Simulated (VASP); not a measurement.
# Hf (Fm-3m) in VASP: notebook

Hf is run at these levels: RPBE; tasks: single point.

Program: VASP 6.6.1. These are calculated values, not measurements. Logs are shortened: lines on timing, memory, paths and dates and some standing lists are left out, and cuts for length are marked.

## 1. The cell of the first run

The structure is cubic, space group Fm-3m (No. 225). Conventional cell: a = 4.530 Å, b = 4.530 Å, c = 4.530 Å, α = 90.00°, β = 90.00°, γ = 90.00°. Within 4.2 Å of Hf (site symmetry m-3m) lie 12 Hf at 3.20 Å.

## 2. Single point, RPBE

Contents of INCAR:

```
ALGO     = Normal         # electronic algorithm
EDIFF    = 1E-6           # SCF threshold, eV
ENCUT    = 520            # plane-wave cutoff, eV
GGA      = RP             # functional
ISIF     = 2              # what is computed and relaxed
ISMEAR   = -1             # smearing method
LASPH    = True           # aspherical terms in the spheres
LCHARG   = True           # write CHGCAR
LELF     = True           # ELF
LREAL    = False          # projectors in reciprocal space
LVHAR    = True         
LWAVE    = False          # write WAVECAR
NBANDS   = 11             # bands
NELM     = 80             # most SCF steps
PREC     = Accurate       # precision mode
SIGMA    = 0.1            # smearing width, eV
```

Contents of KPOINTS:

```
k-points
0
Gamma
  12 12 12
```

Contents of POSCAR:

```
Hf
1.0
    0.0000000000      2.2652212441      2.2652212441
    2.2652212441      0.0000000000      2.2652212441
    2.2652212441      2.2652212441      0.0000000000
Hf
1
Direct
    0.0000000000      0.0000000000      0.0000000000
```

Potentials or basis: VASP PAW PBE potentials, release 64 (Hf_pv).

Run with:

```sh
$ cat potpaw_PBE.64/Hf_pv/POTCAR > POTCAR
$ mpirun -np 1 vasp_std > vasp.out
```

OUTCAR:

```text
EDIFF = 1E-6
   ENCUT = 520
   GGA = RP
   ISIF = 2
   ISMEAR = -1
   LASPH = True
   LREAL = False
   NELM = 80
   PREC = Accurate

 ion  position               nearest neighbor table
   1  0.000  0.000  0.000-

  LATTYP: Found a face centered cubic cell.
 ALAT       =     4.5304424882

  Lattice vectors:

 A1 = (   0.0000000000,   2.2652212441,   2.2652212441)
 A2 = (   2.2652212441,   0.0000000000,   2.2652212441)
 A3 = (   2.2652212441,   2.2652212441,   0.0000000000)

Analysis of symmetry for initial positions (statically):
=====================================================================
 Subroutine PRICEL returns:
 Original cell was already a primitive cell.

 Routine SETGRP: Setting up the symmetry group for a
 face centered cubic supercell.

 Subroutine GETGRP returns: Found 48 space group operations
 (whereof 48 operations were pure point group operations)
 out of a pool of 48 trial point group operations.

The static configuration has the point symmetry O_h .

Analysis of symmetry for dynamics (positions and initial velocities):
=====================================================================
 Subroutine PRICEL returns:
 Original cell was already a primitive cell.

 Routine SETGRP: Setting up the symmetry group for a
 face centered cubic supercell.

 Subroutine GETGRP returns: Found 48 space group operations
 (whereof 48 operations were pure point group operations)
 out of a pool of 48 trial point group operations.

The dynamic configuration has the point symmetry O_h .

 Subroutine INISYM returns: Found 48 space group operations
 (whereof 48 operations are pure point group operations),
 and found     1 'primitive' translations

----------------------------------------------------------------------------------------

                                     Primitive cell

  volume of cell :      23.2467

  direct lattice vectors                    reciprocal lattice vectors
     0.000000000  2.265221244  2.265221244    -0.220728991  0.220728991  0.220728991
     2.265221244  0.000000000  2.265221244     0.220728991 -0.220728991  0.220728991
     2.265221244  2.265221244  0.000000000     0.220728991  0.220728991 -0.220728991

  length of vectors
     3.203506605  3.203506605  3.203506605     0.382313827  0.382313827  0.382313827

  position of ions in fractional coordinates (direct lattice)
     0.000000000  0.000000000  0.000000000

  ion indices of the primitive-cell ions
   primitive index   ion index
                 1           1

----------------------------------------------------------------------------------------

 KPOINTS: k-points

Automatic generation of k-mesh.
 Grid dimensions read from file:
 generate k-points for:   12   12   12

 Generating k-lattice:

  Cartesian coordinates                     Fractional coordinates (reciprocal lattice)
    -0.018394083  0.018394083  0.018394083     0.083333333  0.000000000  0.000000000
     0.018394083 -0.018394083  0.018394083     0.000000000  0.083333333  0.000000000
     0.018394083  0.018394083 -0.018394083     0.000000000  0.000000000  0.083333333

  Length of vectors
     0.031859486  0.031859486  0.031859486

  Shift w.r.t. Gamma in fractional coordinates (k-lattice)
     0.000000000  0.000000000  0.000000000

 Subroutine IBZKPT returns following result:
 ===========================================

 Found     72 irreducible k-points:

 Following reciprocal coordinates:
            Coordinates               Weight
  0.000000  0.000000  0.000000      1.000000
  0.083333  0.000000  0.000000      8.000000
  0.166667  0.000000  0.000000      8.000000
  0.250000  0.000000  0.000000      8.000000
  0.333333  0.000000  0.000000      8.000000
  0.416667  0.000000  0.000000      8.000000
[... 16 lines left out ...]
  0.500000  0.166667  0.000000     24.000000
 -0.416667  0.166667  0.000000     24.000000
 [... further k-points ...]
   k-points           NKPTS =     72   k-points in BZ     NKDIM =     72   number of bands    NBANDS=     11
   number of dos      NEDOS =    301   number of ions     NIONS =      1
   total plane-waves  NPLWV =  13824
   dimension x,y,z NGX =    24 NGY =   24 NGZ =   24
   dimension x,y,z NGXF=    48 NGYF=   48 NGZF=   48
   ions per type =               1
   NGX,Y,Z   is equivalent  to a cutoff of  12.45, 12.45, 12.45 a.u.
   NGXF,Y,Z  is equivalent  to a cutoff of  24.91, 24.91, 24.91 a.u.
 SYSTEM =  unknown system
   PREC   = accura    normal or accurate (medium, high low for compatibility)
   ISTART =      0    job   : 0-new  1-cont  2-samecut
   ICHARG =      2    charge: 1-file 2-atom 10-const
   ISPIN  =      1    spin polarized calculation?
   LNONCOLLINEAR =      F non collinear calculations
   LSORBIT =      F    spin-orbit coupling
   LASPH  =      T    aspherical Exc in radial PAW
   ENCUT  =  520.0 eV  38.22 Ry    6.18 a.u.   5.96  5.96  5.96*2*pi/ulx,y,z
   NELM   =     80;   NELMIN=  2; NELMDL= -5     # of ELM steps
   EDIFF  = 0.1E-05   stopping-criterion for ELM
   LREAL  =      F    real-space projection
   EDIFFG = 0.1E-04   stopping-criterion for IOM
   NSW    =      0    number of steps for IOM
   IBRION =     -1    ionic relax: 0-MD 1-quasi-New 2-CG
   NFREE  =      0    steps in history (QN), initial steepest desc. (CG)
   ISIF   =      2    stress and relaxation
   ISYM   =      2    0-nonsym 1-usesym 2-fastsym
   POTIM  = 0.5000    time-step for ionic-motion
   TEBEG  =    0.0;   TEEND  =   0.0 temperature during run
   PSTRESS=    0.0 pullay stress
   NELECT =      10.0000    total number of electrons
   NUPDOWN=      -1.0000    fix difference up-down
   EMIN   =  10.00;   EMAX   =-10.00  energy-range for DOS
   EFERMI =   0.00;   METHOD = LEGACY
   ISMEAR =    -1;   SIGMA  =   0.10  broadening in eV -4-tet -1-fermi 0-gaus
   EFERMI_NEDOS =   21; number of points for ismear=-14 and -15
   IALGO  =     38    algorithm
   IMIX   =      4    mixing-type and parameters
     AMIX     =   0.40;   BMIX     =  1.00
     AMIX_MAG =   1.60;   BMIX_MAG =  1.00
  volume/ion in A,a.u.               =      23.25       156.88
  Fermi-wavevector in a.u.,A,eV,Ry     =   1.235817  2.335356 20.779415  1.527244
  Thomas-Fermi vector in A             =   2.370451
   LORBIT       =      0    0 simple, 1 ext, 2 COOP (PROOUT), +10 PAW based schemes
   GGA     = RP    functional components
   LHFCALC =     F    Hartree Fock is set to
   AEXX    =    0.0000 exact exchange contribution
   IVDW    =     0    specifies the selected vdW correction
   LEPSILON=     F    determine dielectric tensor
   LRPA    =     F    only Hartree local field effects (RPA)
 non-spin polarized calculation
  energy-cutoff  :      520.00
  volume of cell :       23.25
 maximum number of plane-waves:       642
   NGX = 11   NGY = 11   NGZ = 11

 number of electron      10.0000000 magnetization

 Free energy of the ion-electron system (eV)
  ---------------------------------------------------
  ext. energy  EPLUGINS =         0.00000000
  ---------------------------------------------------
  free energy    TOTEN  =        -9.45762337 eV

  energy without entropy =       -9.40655068  energy(sigma->0) =       -9.43208702

 E-fermi :   4.5898     XC(G=0): -11.0486

 val. band max:        4.5881732856   @ k =  -0.3333   0.4167   0.1667
 cond. band min:       4.5949936370   @ k =  -0.2500   0.2500   0.0000
 fundamental gap:      0.0068203514
 Fermi energy:         4.5897775631

 k-point     1 :       0.0000    0.0000    0.0000
  band No.  band energies     occupation
      1     -25.6141      2.00000
      2     -25.6141      2.00000
      3     -25.6141      2.00000
      4      -2.4976      2.00000
      5       5.9894      0.00000
      6       5.9894      0.00000
      7       5.9894      0.00000
      8       8.6590      0.00000
      9       8.6590      0.00000
     10      15.7113      0.00000
     11      17.5906      0.00000

 k-point     2 :       0.0833    0.0000    0.0000
  band No.  band energies     occupation
      1     -25.6642      2.00000
      2     -25.6206      2.00000
      3     -25.6206      2.00000
      4      -2.2671      2.00000
      5       5.7549      0.00002
      6       6.0979      0.00000
      7       6.0979      0.00000
      8       8.5439      0.00000
      9       8.5439      0.00000
     10      16.2207      0.00000
     11      17.5899      0.00000

 k-point     3 :       0.1667    0.0000    0.0000
  band No.  band energies     occupation
      1     -25.7986      2.00000
      2     -25.6381      2.00000
      3     -25.6381      2.00000
      4      -1.6169      2.00000
      5       5.2265      0.00343
      6       6.3150      0.00000
      7       6.3150      0.00000
      8       8.3913      0.00000
      9       8.3913      0.00000
     10      16.8556      0.00000
     11      17.5891      0.00000

 k-point     4 :       0.2500    0.0000    0.0000
  band No.  band energies     occupation
      1     -25.9775      2.00000
      2     -25.6619      2.00000
      3     -25.6619      2.00000
      4      -0.6829      2.00000
      5       4.7276      0.40257
      6       6.3318      0.00000
      7       6.3318      0.00000
      8       8.6518      0.00000
      9       8.6518      0.00000
     10      15.6902      0.00000
     11      17.5905      0.00000
[... 239 lines left out ...]
 k-point    22 :       0.4167    0.1667    0.0000
  band No.  band energies     occupation
      1     -26.1756      2.00000
      2     -25.7777      2.00000
      3     -25.7494      2.00000
      4       1.2150      2.00000
      5       3.9739      1.99578
      6       5.2337      0.00319
      7       6.7920      0.00000
      8       9.6618      0.00000
      9      10.5585      0.00000
     10      14.6622      0.00000
     11      17.5911      0.00000

 k-point    23 :       0.5000    0.1667    0.0000
  band No.  band energies     occupation
      1     -26.2488      2.00000
      2     -25.8154      2.00000
      3     -25.7496      2.00000
      4       1.7507      2.00000
      5       4.0469      1.99126
      6       5.2322      0.00324
      7       6.5709      0.00000
      8      10.7331      0.00000
      9      10.8781      0.00000
     10      13.1261      0.00000
     11      17.2661      0.00000

 k-point    24 :      -0.4167    0.1667    0.0000
  band No.  band energies     occupation
      1     -26.2548      2.00000
      2     -25.8387      2.00000
      3     -25.7351      2.00000
      4       1.8553      2.00000
      5       4.1607      1.97297
      6       5.2293      0.00333
      7       6.4736      0.00000
      8      10.1188      0.00000
      9      11.3984      0.00000
     10      13.1666      0.00000
     11      17.2778      0.00000

 [... further k-points ...]

------------------------ aborting loop because EDIFF is reached ----------------------------------------

  FORCE on cell =-STRESS in cart. coord.  units (eV):
  Direction    XX          YY          ZZ          XY          YZ          ZX
  --------------------------------------------------------------------------------------
  -------------------------------------------------------------------------------------
  Total       -0.0745963     -0.0745963     -0.0745963     -0.0000000     -0.0000000      0.0000000
  in kB       -5.1412150     -5.1412150     -5.1412150     -0.0000000     -0.0000000      0.0000000
  external PRESSURE =      -5.1412150 kB  Pullay stress =       0.0000000 kB

 VOLUME and BASIS-vectors are now :
 -----------------------------------------------------------------------------
  energy-cutoff  :      520.00
  volume of cell :       23.25
      direct lattice vectors                 reciprocal lattice vectors
     0.000000000  2.265221244  2.265221244    -0.220728991  0.220728991  0.220728991
     2.265221244  0.000000000  2.265221244     0.220728991 -0.220728991  0.220728991
     2.265221244  2.265221244  0.000000000     0.220728991  0.220728991 -0.220728991

 POSITION                                       TOTAL-FORCE (eV/Angst)
 -----------------------------------------------------------------------------------
      0.00000      0.00000      0.00000         0.000000      0.000000      0.000000
 -----------------------------------------------------------------------------------
    total drift:                                0.000000      0.000000     -0.000000

  FREE ENERGIE OF THE ION-ELECTRON SYSTEM (eV)
  ---------------------------------------------------
  free  energy   TOTEN  =        -9.4576233714 eV

  energy  without entropy=       -9.4065506778  energy(sigma->0) =       -9.43208702
```

Wall time 5 s (1 thread of Intel Xeon 6975P-C, shared host); peak memory 0.15 GiB.

Results:

```yaml
Free_energy: -9.4576 eV
Pressure: -0.5 GPa
Band_gap_on_the_k_mesh: zero (band 5 reaches 5.99 eV, above the bottom of band 6 at 4.19 eV)
```

Caveat: the PAW data sets were made with another functional, which shifts forces and pressure a little; spin-orbit coupling is left out, which moves the levels of the heavy elements.

## 3. Single point, RPBE (volume scaled by 0.92)

Contents of INCAR:

```
  PREC = Accurate
  ENCUT = 520
  EDIFF = 1E-6
  ISMEAR = -1
  SIGMA = 0.1
  LREAL = False
  LASPH = True
  NELM = 80
  ALGO = Normal
  ISIF = 2
  LWAVE = False
  LCHARG = False
  GGA = RP
  NBANDS = 11
```

Contents of KPOINTS:

```
regular mesh
0
Gamma
  13 13 13
```

Contents of POSCAR:

```
Hf
1.0
    0.0000000000      2.2031288709      2.2031288709
    2.2031288709      0.0000000000      2.2031288709
    2.2031288709      2.2031288709      0.0000000000
Hf
1
Direct
    0.0000000000      0.0000000000      0.0000000000
```

Potentials or basis: VASP PAW PBE potentials, release 64 (Hf_pv).

Run with:

```sh
$ cat potpaw_PBE.64/Hf_pv/POTCAR > POTCAR
$ mpirun -np 1 vasp_std > vasp.out
```

Run time: 5.5 s. Hardware: 1 thread of Intel Xeon 6975P-C, shared host; peak memory 0.15 GiB.

The run converged. Its results:

```
Free energy            : -9.4136 eV
Pressure               : 8.7 GPa
Band gap on the k mesh : zero (band 5 reaches 6.61 eV, above the bottom of band 6 at 4.59 eV)
```

Levels at points of the mesh, in eV from the Fermi level:
| k point | band 1 | band 2 | band 3 | band 4 | band 5 | band 6 | band 7 | band 8 | band 9 | band 10 |
| --- | --- | --- | --- | --- | --- | --- | --- | --- | --- | --- |
| (0.00, 0.00, 0.00) | -29.89 | -29.89 | -29.89 | -7.37 | 1.44 | 1.44 | 1.44 | 4.41 | 4.41 | 11.41 |

Caveat: the PAW data sets were made with another functional, which shifts forces and pressure a little; spin-orbit coupling is left out, which moves the levels of the heavy elements.

## 4. Single point, RPBE

Contents of INCAR:

```
SYSTEM = Hf
  PREC = Accurate
  ENCUT = 520
  EDIFF = 1E-7
  ISMEAR = -1
  SIGMA = 0.1
  LREAL = .False.
  LASPH = .True.
  NELM = 60
  ALGO = Normal
  ISIF = 2
  LWAVE = .False.
  LCHARG = .False.
  GGA = RP
  NBANDS = 11
```

Contents of KPOINTS:

```
Automatic mesh
0
Gamma
  13 13 13
  0 0 0
```

Contents of POSCAR:

```
Hf
1.0
    0.0000000000      2.2652212441      2.2652212441
    2.2652212441      0.0000000000      2.2652212441
    2.2652212441      2.2652212441      0.0000000000
Hf
1
Direct
    0.0000000000      0.0000000000      0.0000000000
```

Run with:

```sh
$ cat potpaw_PBE.64/Hf_pv/POTCAR > POTCAR
$ mpirun -np 1 vasp_std > vasp.out
```

It took 6 s on 1 thread of Intel Xeon 6975P-C, shared host; peak memory 0.15 GiB.

Results (log left out):

```yaml
Free_energy: -9.4586 eV
Pressure: -0.5 GPa
Band_gap_on_the_k_mesh: zero (band 5 reaches 5.99 eV, above the bottom of band 6 at 4.06 eV)
```

Levels at points of the mesh, in eV from the Fermi level:
| k point | band 1 | band 2 | band 3 | band 4 | band 5 | band 6 | band 7 | band 8 | band 9 | band 10 |
| --- | --- | --- | --- | --- | --- | --- | --- | --- | --- | --- |
| (0.00, 0.00, 0.00) | -30.20 | -30.20 | -30.20 | -7.08 | 1.41 | 1.41 | 1.41 | 4.08 | 4.08 | 11.13 |

Caveat: the PAW data sets were made with another functional, which shifts forces and pressure a little; spin-orbit coupling is left out, which moves the levels of the heavy elements.

## 5. Overview

```csv
cell,k mesh,gap on the mesh (eV),pressure (GPa)
"a = 3.204 Å, angles 60.0°, 1 atom",12 × 12 × 12,none,-0.5
"a = 3.116 Å, angles 60.0°, 1 atom",13 × 13 × 13,none,8.7
"a = 3.204 Å, angles 60.0°, 1 atom",13 × 13 × 13,none,-0.5
```

Alike in all rows: task single point; level RPBE; potentials or basis VASP PAW PBE potentials, release 64 (Hf_pv); no spin polarisation; cutoff (eV) 520; smearing fermi-dirac 0.1 eV.

Caveats: the PAW data sets were made with another functional, which shifts forces and pressure a little; spin-orbit coupling is left out, which moves the levels of the heavy elements.

Absolute energies hang on the potentials; compare differences alone.
